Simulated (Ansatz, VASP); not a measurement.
# CuSn2O2 in VASP and in Ansatz

The input INCAR:

```
PREC = Accurate
ENCUT = 520
EDIFF = 1E-7
ISMEAR = 0
SIGMA = 0.05
LREAL = F
LASPH = T
NELM = 150
ALGO = Normal
ISIF = 2
LWAVE = F
LCHARG = F
ISPIN = 2
MAGMOM = 0 0 0 0 1
LORBIT = 11
LMAXMIX = 4
LDIPOL = T
IDIPOL = 3
DIPOL = 0.5 0.5 0.311
GGA = PE
IVDW = 12
NBANDS = 38
```

KPOINTS

```
Automatic mesh
0
Gamma
  7 7 1
```

POSCAR

```
CuSn2O2
1.0
    3.8201708766      0.0000000000      0.0000000000
    0.0000000000      3.8201708766      0.0000000000
    0.0000000000      0.0000000000     19.3630360333
Sn O Cu
2 2 1
Direct
    0.5000000000      0.0000000000      0.2065791745
    0.0000000000      0.5000000000      0.3286176828
    0.0000000000      0.0000000000      0.2675984287
    0.5000000000      0.5000000000      0.2675984287
    0.3750000000      0.8750000000      0.4835520637
```

Input for Ansatz:

```yaml
crystal:
  lattice:
    - [3.8201708766, 0.0, 0.0]
    - [0.0, 3.8201708766, 0.0]
    - [0.0, 0.0, 19.3630360333]
  atoms:
    - { symbol: Sn, position: [0.5, 0.0, 0.2065791745] }
    - { symbol: O, position: [0.0, 0.0, 0.2675984287] }
    - { symbol: O, position: [0.5, 0.5, 0.2675984287] }
    - { symbol: Sn, position: [0.0, 0.5, 0.3286176828] }
    - { symbol: Cu, position: [0.375, 0.875, 0.4835520637], spin: 1.0 }
basis:
  ecutwfc: 420
kpoints:
  mp_grid: { grid: [7, 7, 1] }
hamiltonian:
  xc: pbe
  pseudopotentials: { kind: paw, azcp: { folder: soft_1 } }
  dispersion: d3bj
scf:
  occupations: { method: gaussian, width: 0.05 }
output:
  forces: true
  eigenvalues: true
  populations: true
magnetization:
  spin_polarized: true
efield:
  axis: 3
  dipole_correction: true
  ramp_width: 0.04
```

Alike in both runs: task single point; functional PBE; dispersion D3(BJ); k mesh 7 × 7 × 1; occupations gaussian, width 0.05 eV; collinear spin.

|  | VASP | Ansatz |
| --- | --- | --- |
| version | VASP 6.6.1 | Ansatz 0.2.0 |
| potentials or method | VASP PAW PBE potentials, release 64 (Sn_d, O, Cu), cutoff 520 eV | scalar-relativistic, plane waves, PAW |
| valence electrons in the cell | 51 | 59 |

Ansatz gave:

| Property | Result |
| --- | --- |
| gap on the k mesh at the Fermi level (eV) | none |
| rms of the force components (eV/Å) | 0.082 |
| net moment per atom (μB) | 0.00 |

**Question.** What did VASP give for the same quantities?

**Answer.** gap on the k mesh at the Fermi level (eV): none; rms of the force components (eV/Å): 0.095; net moment per atom (μB): 0.00.

A gap of «none» marks a metal or a gap that the smearing closes. VASP's potentials hold 51 valence electrons a cell and Ansatz's 59, so a difference there can come from the potentials and not from the codes. Ansatz's warnings: seeded moment not kept, stability check not made.
